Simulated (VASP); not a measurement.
Ti8O17 (a cell with a defect), 25 atoms in the cell. The cell holds a defect, 25 atoms: a = 6.567 Å, b = 6.567 Å, c = 5.927 Å, α = 90.00°, β = 90.00°, γ = 90.00°. 

| Quantity | Value |
| --- | --- |
| Program | VASP 6.6.1 |
| Task | single point |
| Functional | PBE |
| Potentials or basis | VASP PAW PBE potentials, release 64 (Ti_sv, O) |
| Cutoff | 520 eV |
| k mesh | 1 × 1 × 1, shifted |
| Occupations | fermi-dirac, width 0.01 eV |
| Spin | no spin polarisation |
| Dipole correction | no |
| Further INCAR settings | ALGO = Normal; EDIFF = 1e-06; NBANDS = 117 |

Potentials or basis: VASP PAW PBE potentials, release 64 (Ti_sv, O).

The run is started by

```sh
$ cat potpaw_PBE.64/Ti_sv/POTCAR potpaw_PBE.64/O/POTCAR > POTCAR
$ mpirun -np 1 vasp_std > vasp.out
```

Hardware: 1 thread of Intel Xeon 8259CL, on a shared host.

How long does it take, and how much memory?

Wall time 8.4 min on 1 thread of Intel Xeon 8259CL, with other jobs on the host, peak memory 0.37 GiB. Counts: scf iterations 17, k points 4.
